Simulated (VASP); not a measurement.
# Sr (P6_3/mmc) in VASP: a series of runs

The runs below take Sr through single point, with r2SCAN.

Program: VASP 6.6.1. These are calculated values, not measurements. Logs are shortened: lines on timing, memory, paths and dates and some standing lists are left out, and cuts for length are marked.

## Step 1: The cell of the first run

Symmetry: P6_3/mmc, No. 194, hexagonal system. The conventional cell has a = 4.202 Å, b = 4.202 Å, c = 7.226 Å, α = 90.00°, β = 90.00°, γ = 120.00°. Sr (site symmetry -6m2) has 12 Sr at 4.20 to 4.35 Å within 5.5 Å.

This isn't the form of Sr at room conditions, which is fcc.

## Step 2: Single point, r2SCAN (strain -0.025 along x and y, +0.025 along z)

POSCAR

```
Sr
1.0
    4.2022502152      0.0000000000      0.0000000000
   -2.1011251076      3.6392554394      0.0000000000
    0.0000000000      0.0000000000      7.2262500000
Sr
2
Direct
    0.3333333333      0.6666666667      0.2500000000
    0.6666666667      0.3333333333      0.7500000000
```

INCAR.step1

```
PREC = Accurate
ENCUT = 520
ISMEAR = 0
SIGMA = 0.15
LREAL = False
LASPH = True
NELM = 100
NBANDS = 17
GGA = PE
ALGO = Normal
EDIFF = 1E-4
LWAVE = True
LCHARG = False
```

INCAR.step2

```
PREC = Accurate
ENCUT = 520
EDIFF = 1E-7
ISMEAR = 0
SIGMA = 0.15
LREAL = False
LASPH = True
NELM = 100
ALGO = Normal
ISIF = 2
LWAVE = False
LCHARG = False
METAGGA = R2SCAN
LMIXTAU = True
NBANDS = 17
ISTART = 1
```

KPOINTS

```
regular mesh
0
Gamma
  12 12 8
```

Potentials or basis: VASP PAW PBE potentials, release 64 (Sr_sv).

Run with:

```bash
cat potpaw_PBE.64/Sr_sv/POTCAR > POTCAR
cp INCAR.step1 INCAR
mpirun -np 1 vasp_std > vasp.out
cp INCAR.step2 INCAR
mpirun -np 1 vasp_std > vasp.out
```

OUTCAR:

```text
PREC = Accurate
   ENCUT = 520
   EDIFF = 1E-7
   ISMEAR = 0
   LREAL = False
   LASPH = True
   NELM = 100
   ISIF = 2
   METAGGA = R2SCAN
   ISTART = 1

 ion  position               nearest neighbor table
   1  0.333  0.667  0.250-   2 4.35   2 4.35   2 4.35   2 4.35   2 4.35   2 4.35
   2  0.667  0.333  0.750-   1 4.35   1 4.35   1 4.35   1 4.35   1 4.35   1 4.35

  LATTYP: Found a hexagonal cell.
 ALAT       =     4.2022502152
 C/A-ratio  =     1.7196144042

  Lattice vectors:

 A1 = (   4.2022502152,   0.0000000000,   0.0000000000)
 A2 = (  -2.1011251076,   3.6392554394,   0.0000000000)
 A3 = (   0.0000000000,   0.0000000000,   7.2262500000)

Analysis of symmetry for initial positions (statically):
=====================================================================
 Subroutine PRICEL returns:
 Original cell was already a primitive cell.

 Routine SETGRP: Setting up the symmetry group for a
 hexagonal supercell.

 Subroutine GETGRP returns: Found 24 space group operations
 (whereof 12 operations were pure point group operations)
 out of a pool of 24 trial point group operations.

The static configuration has the point symmetry D_3d.
 The point group associated with its full space group is D_6h.

Analysis of symmetry for dynamics (positions and initial velocities):
=====================================================================
 Subroutine PRICEL returns:
 Original cell was already a primitive cell.

 Routine SETGRP: Setting up the symmetry group for a
 hexagonal supercell.

 Subroutine GETGRP returns: Found 24 space group operations
 (whereof 12 operations were pure point group operations)
 out of a pool of 24 trial point group operations.

The dynamic configuration has the point symmetry D_3d.
 The point group associated with its full space group is D_6h.

 Subroutine INISYM returns: Found 24 space group operations
 (whereof 12 operations are pure point group operations),
 and found     1 'primitive' translations

----------------------------------------------------------------------------------------

                                     Primitive cell

  volume of cell :     110.5115

  direct lattice vectors                    reciprocal lattice vectors
     4.202250215  0.000000000  0.000000000     0.237967743  0.137390741  0.000000000
    -2.101125108  3.639255439  0.000000000     0.000000000  0.274781481  0.000000000
     0.000000000  0.000000000  7.226250000     0.000000000  0.000000000  0.138384363

[... 82 lines left out ...]
   NELM   =    100;   NELMIN=  2; NELMDL=  0     # of ELM steps
   EDIFF  = 0.1E-06   stopping-criterion for ELM
   LREAL  =      F    real-space projection
   EDIFFG = 0.1E-05   stopping-criterion for IOM
   NSW    =      0    number of steps for IOM
   IBRION =     -1    ionic relax: 0-MD 1-quasi-New 2-CG
   NFREE  =      0    steps in history (QN), initial steepest desc. (CG)
   ISIF   =      2    stress and relaxation
   ISYM   =      2    0-nonsym 1-usesym 2-fastsym
   POTIM  = 0.5000    time-step for ionic-motion
   TEBEG  =    0.0;   TEEND  =   0.0 temperature during run
   PSTRESS=    0.0 pullay stress
   NELECT =      20.0000    total number of electrons
   NUPDOWN=      -1.0000    fix difference up-down
   EMIN   =  10.00;   EMAX   =-10.00  energy-range for DOS
   EFERMI =   0.00;   METHOD = LEGACY
   ISMEAR =     0;   SIGMA  =   0.15  broadening in eV -4-tet -1-fermi 0-gaus
   EFERMI_NEDOS =   21; number of points for ismear=-14 and -15
   IALGO  =     38    algorithm
   IMIX   =      4    mixing-type and parameters
     AMIX     =   0.40;   BMIX     =  1.00
     AMIX_MAG =   1.60;   BMIX_MAG =  1.00
  volume/ion in A,a.u.               =      55.26       372.88
  Fermi-wavevector in a.u.,A,eV,Ry     =   0.926010  1.749905 11.666922  0.857495
  Thomas-Fermi vector in A             =   2.051926
   LORBIT       =      0    0 simple, 1 ext, 2 COOP (PROOUT), +10 PAW based schemes
   METAGGA = R2SCAN    functional components
   LHFCALC =     F    Hartree Fock is set to
   AEXX    =    0.0000 exact exchange contribution
   IVDW    =     0    specifies the selected vdW correction
   LEPSILON=     F    determine dielectric tensor
   LRPA    =     F    only Hartree local field effects (RPA)
 non-spin polarized calculation
 Gauss-broadening in eV      SIGMA  =   0.15
  energy-cutoff  :      520.00
  volume of cell :      110.51
 maximum number of plane-waves:      3003
 NGX is ok and might be reduce to    32
   NGX = 15   NGY = 15   NGZ = 27

 number of electron      20.0000000 magnetization

 Free energy of the ion-electron system (eV)
  ---------------------------------------------------
  ext. energy  EPLUGINS =         0.00000000
  ---------------------------------------------------
  free energy    TOTEN  =       -30.18845971 eV

  energy without entropy =      -30.16215491  energy(sigma->0) =      -30.17530731

 E-fermi :   1.6041     XC(G=0):  -7.7787

 val. band max:        1.5932285045   @ k =   0.3333   0.0833   0.0000
 cond. band min:       1.6224039338   @ k =   0.0833   0.0833   0.1250
 fundamental gap:      0.0291754293
 Fermi energy:         1.6040595134

 k-point     1 :       0.0000    0.0000    0.0000
  band No.  band energies     occupation
      1     -36.4396      2.00000
      2     -36.4278      2.00000
      3     -17.8680      2.00000
      4     -17.7216      2.00000
      5     -17.7216      2.00000
      6     -17.7016      2.00000
[... 457 lines left out ...]
      4     -17.8401      2.00000
      5     -17.8024      2.00000
      6     -17.7583      2.00000
[... 9 lines left out ...]
     16       5.3070      0.00000
     17       5.7314      0.00000

 [... further k-points ...]

------------------------ aborting loop because EDIFF is reached ----------------------------------------

  FORCE on cell =-STRESS in cart. coord.  units (eV):
  Direction    XX          YY          ZZ          XY          YZ          ZX
  --------------------------------------------------------------------------------------
  -------------------------------------------------------------------------------------
  Total        0.5358980      0.5358980     -0.2034320      0.0000000      0.0000000     -0.0000000
  in kB        7.7693609      7.7693609     -2.9493238      0.0000000      0.0000000     -0.0000000
  external PRESSURE =       4.1964660 kB  Pullay stress =       0.0000000 kB

 VOLUME and BASIS-vectors are now :
 -----------------------------------------------------------------------------
  energy-cutoff  :      520.00
  volume of cell :      110.51
      direct lattice vectors                 reciprocal lattice vectors
     4.202250215  0.000000000  0.000000000     0.237967743  0.137390741  0.000000000
    -2.101125108  3.639255439  0.000000000     0.000000000  0.274781481  0.000000000
     0.000000000  0.000000000  7.226250000     0.000000000  0.000000000  0.138384363

 POSITION                                       TOTAL-FORCE (eV/Angst)
 -----------------------------------------------------------------------------------
     -0.00000      2.42617      1.80656        -0.000000      0.000000      0.000000
      2.10113      1.21309      5.41969         0.000000     -0.000000     -0.000000
 -----------------------------------------------------------------------------------
    total drift:                               -0.000000      0.000000     -0.000000

  FREE ENERGIE OF THE ION-ELECTRON SYSTEM (eV)
  ---------------------------------------------------
  free  energy   TOTEN  =       -30.1884597133 eV

  energy  without entropy=      -30.1621549126  energy(sigma->0) =      -30.17530731
```

Run time: 4.5 min. Hardware: 1 thread of Intel Xeon 6975P-C (Granite Rapids), shared host; peak memory 0.34 GiB.

What came out:

```yaml
Free_energy: -30.1885 eV
Pressure: 0.4 GPa
Band_gap_on_the_k_mesh: zero (bands 10 and 11 overlap by 0.49 eV)
```

Stress tensor (GPa, compression positive):
```
 0.78  0.00  0.00
 0.00  0.78  0.00
 0.00  0.00 -0.29
```

Caveat: the cell differs from its parent crystal (strain -0.025 along x and y, +0.025 along z); the PAW data sets were made with another functional, which shifts forces and pressure a little.

## Step 3: Single point, r2SCAN (strain -0.025 along x and y, +0.050 along z)

POSCAR: that of step 2 with these lines changed.

```diff
@@ -4,3 +4,3 @@
    -2.1011251076      3.6392554394      0.0000000000
-    0.0000000000      0.0000000000      7.2262500000
+    0.0000000000      0.0000000000      7.4025000000
 Sr
```

INCAR.step1

```
SYSTEM = Sr
ALGO = Normal
EDIFF = 1E-4
ENCUT = 520
GGA = PE
ISMEAR = 0
LASPH = .True.
LCHARG = .False.
LREAL = .False.
LWAVE = .True.
NBANDS = 17
NELM = 60
PREC = Accurate
SIGMA = 0.15
```

INCAR.step2

```
SYSTEM = Sr
ALGO = Normal
EDIFF = 1E-6
ENCUT = 520
ISIF = 2
ISMEAR = 0
ISTART = 1
LASPH = .True.
LCHARG = .False.
LMIXTAU = .True.
LREAL = .False.
LWAVE = .False.
METAGGA = R2SCAN
NBANDS = 17
NELM = 60
PREC = Accurate
SIGMA = 0.15
```

KPOINTS

```
k-points
0
Gamma
  12 12 8
  0 0 0
```

Potentials or basis: VASP PAW PBE potentials, release 64 (Sr_sv).

Run with:

```bash
cat potpaw_PBE.64/Sr_sv/POTCAR > POTCAR
cp INCAR.step1 INCAR
mpirun -np 1 vasp_std > vasp.out
cp INCAR.step2 INCAR
mpirun -np 1 vasp_std > vasp.out
```

Run time: 3.6 min. Hardware: 1 thread of Intel Xeon 6975P-C (Granite Rapids), shared host; peak memory 0.34 GiB.

The run converged. Its results:

```
Free energy            : -30.1775 eV
Pressure               : 0.1 GPa
Band gap on the k mesh : zero (bands 10 and 11 overlap by 0.62 eV)
```

Stress tensor (GPa, compression positive):
```
 0.69  0.00  0.00
 0.00  0.69  0.00
 0.00  0.00 -1.02
```

Levels at points of the mesh, in eV from the Fermi level:
```tsv
k point	band 6	band 7	band 8	band 9	band 10	band 11	band 12	band 13	band 14	band 15
(0.00, 0.00, 0.00)	-19.36	-19.36	-19.35	-3.80	-1.30	-0.36	2.22	2.69	2.69	3.02
(0.50, 0.00, 0.00)	-19.42	-19.39	-19.37	-0.98	-0.52	0.10	0.39	1.27	1.81	2.76
(0.00, 0.00, 0.50)	-19.36	-19.36	-19.36	-2.93	-2.93	1.16	1.16	2.73	2.73	2.73
(0.50, 0.00, 0.50)	-19.41	-19.39	-19.39	-0.72	-0.72	0.23	0.23	1.41	1.41	3.50
```

Caveat: the cell differs from its parent crystal (strain -0.025 along x and y, +0.050 along z); the PAW data sets were made with another functional, which shifts forces and pressure a little.

[end of part 1 of 2]

The gap in the log of VASP goes by the Fermi energy; the results here count the filled bands.